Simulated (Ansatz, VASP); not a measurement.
Ni in VASP and in Ansatz

INCAR

```
SYSTEM = Ni
  PREC = Accurate
  ENCUT = 520
  EDIFF = 1E-7
  ISMEAR = -1
  SIGMA = 0.05
  LREAL = .FALSE.
  LASPH = .TRUE.
  NELM = 150
  ALGO = Normal
  ISIF = 2
  LWAVE = .FALSE.
  LCHARG = .FALSE.
  ISPIN = 2
  MAGMOM = 0.631 0.678 0.678
  LORBIT = 11
  LMAXMIX = 4
  GGA = B5
  ALDAX = 1.0
  AGGAX = 1.0
  AGGAC = 1.0
  ALDAC = 0.0
  NBANDS = 26
```

Contents of KPOINTS:

```
Automatic mesh
0
G
  10 10 14
  0 0 0
```

POSCAR

```
Ni
1.0
    4.1105792503      0.0000000000      0.0000000000
   -2.0552896251      3.5598660550      0.0000000000
    0.0000000000      0.0000000000      2.4923339403
Ni
3
Direct
    0.0000000000      1.0000000000      0.0000000000
    0.3333333333      0.6666666667      0.5000000000
    0.6666666667      0.3333333333      0.5000000000
```

Input for Ansatz:

```yaml
crystal:
  lattice:
    - [4.1105792503, 0.0, 0.0]
    - [-2.0552896251, 3.559866055, 0.0]
    - [0.0, 0.0, 2.4923339403]
  atoms:
    - { symbol: Ni, position: [0.0, 1.0, 0.0], spin: 0.631 }
    - { symbol: Ni, position: [0.3333333333, 0.6666666667, 0.5], spin: 0.678 }
    - { symbol: Ni, position: [0.6666666667, 0.3333333333, 0.5], spin: 0.678 }
hamiltonian:
  xc: blyp
  pseudopotentials:
    kind: paw
    azcp:
      Ni: "pseudopotentials/Ni.paw.azcp"
basis:
  ecutwfc: 420
  fft_grid_basis: typed
kpoints:
  mp_grid: { grid: [10, 10, 14], shift: [0, 0, 0] }
magnetization:
  spin_polarized: true
scf:
  occupations: { method: fermi_dirac, width: 0.05 }
  lower_state_search: "off"
output:
  stress: true
  write_density: true
  write_potential: true
  elf: true
  volumetric_format: npy
```

Alike in both runs: task single point; functional BLYP; k mesh 10 × 10 × 14; occupations fermi-dirac, width 0.05 eV; collinear spin.

|  | VASP | Ansatz |
| --- | --- | --- |
| version | VASP 6.6.1 | Ansatz 0.2.0 |
| potentials or method | VASP PAW PBE potentials, release 64 (Ni), cutoff 520 eV | plane waves (420 eV) with PAW, scalar-relativistic |
| valence electrons in the cell | 30 | 54 |

```tsv
	VASP	Ansatz	Ansatz less VASP
pressure (GPa)	-5.6	-5.8	-0.19
traceless stress, the component that is largest in VASP (GPa)	0.11	0.23	+0.121
net moment per atom (μB)	0.61	0.62	+0.012
size of the moment on the site where the two differ most (μB)	0.65	0.68	+0.036
```

VASP's potentials were made for PBE, not for BLYP. Site moments also hang on the region over which each program counts them. VASP's potentials hold 30 valence electrons a cell and Ansatz's 54, so a difference there can come from the potentials and not from the codes.
